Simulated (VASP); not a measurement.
# Si2W: single point with PBE

Crystal: Si2W.

```xyz
3
Lattice="-1.6396 1.6396 3.6678 1.6396 -1.6396 3.6678 1.6396 1.6396 -3.6678" Properties=species:S:1:pos:R:3 pbc="T T T"
Si    0.0000    0.0000    2.4769
Si    0.0000    0.0000    4.8586
W     0.0000    0.0000    0.0000
```

This cell differs from its parent crystal: strained.

```yaml
Program: VASP 6.6.1
Task: single point
Functional: PBE
Potentials_or_basis: VASP PAW PBE potentials, release 64 (Si, W_sv)
Cutoff: 520 eV
k_mesh: 18 × 18 × 18
Occupations: gaussian, width 0.1 eV
Spin: no spin polarisation
```

```yaml
Pressure: 14.1 GPa
Largest_force: 0.710 eV/Å
Band_gap_on_the_k_mesh: zero (bands 11 and 12 overlap by 0.66 eV)
```

Forces on the atoms (eV/Å):
```
Si   0.000  0.000 -0.710
Si   0.000  0.000  0.710
W    0.000  0.000  0.000
```

Stress tensor (GPa, compression positive):
```
-0.90  0.00  0.00
 0.00 -0.90  0.00
 0.00  0.00 44.01
```

Levels at points of the mesh, in eV from the Fermi level:
```
           k point  band 9  band 10  band 11  band 12  band 13  band 14
(0.00, 0.00, 0.00)   -3.00    -2.31     0.29     2.55     2.55     2.87
(0.50, 0.00, 0.00)   -3.18    -2.37    -0.46     2.49     2.72     4.73
(0.50, 0.50, 0.00)   -4.95    -2.52    -1.81     2.83     2.89     4.22
(0.50, 0.50, 0.50)   -1.14    -1.14    -0.16    -0.16     0.57     5.76
```

Run time: 100 s on 1 thread of Intel(R) Xeon(R) 6975P-C (Granite Rapids), with other jobs on the host, peak memory 0.43 GiB.

Caveat: the cell differs from its parent crystal (strained); the cell stands under pressure; spin-orbit coupling is left out, which moves the levels of the heavy elements.
